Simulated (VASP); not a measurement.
**ZrB2: single point with r2SCAN+rVV10**

The system is ZrB2.

```xyz
3
Lattice="3.1638 0.0000 0.0000 -1.5819 2.7399 0.0000 0.0000 0.0000 3.5449" Properties=species:S:1:pos:R:3 pbc="T T T"
Zr    0.0000    0.0000    0.0000
B     0.0000    1.8266    1.7724
B     1.5819    0.9133    1.7724
```

```
Program             : VASP 6.6.1
Task                : single point
Functional          : r2SCAN
Dispersion          : rVV10
Potentials or basis : VASP PAW PBE potentials, release 64 (Zr_sv, B)
Cutoff              : 520 eV
k mesh              : 12 × 12 × 9
Occupations         : methfessel-paxton, width 0.15 eV
Spin                : no spin polarisation
```

```
Pressure               : 0.3 GPa
Band gap on the k mesh : zero (band 9 reaches 11.51 eV, above the bottom of band 10 at 10.03 eV)
```

Levels at points of the mesh, in eV from the Fermi level:
| k point | band 5 | band 6 | band 7 | band 8 | band 9 | band 10 | band 11 | band 12 | band 13 | band 14 |
| --- | --- | --- | --- | --- | --- | --- | --- | --- | --- | --- |
| (0.00, 0.00, 0.00) | -13.77 | -2.87 | -2.87 | -2.82 | -2.77 | 3.50 | 3.50 | 4.28 | 4.28 | 4.89 |
| (0.50, 0.00, 0.00) | -9.67 | -9.35 | -4.30 | -3.41 | -2.92 | 2.15 | 2.33 | 5.08 | 5.14 | 6.59 |

Run time: 100 s on 1 thread of Intel(R) Xeon(R) Platinum 8488C (Sapphire Rapids) (shared host), peak memory 0.26 GiB.

Caveat: the PAW data sets were made with another functional, which shifts forces and pressure a little.
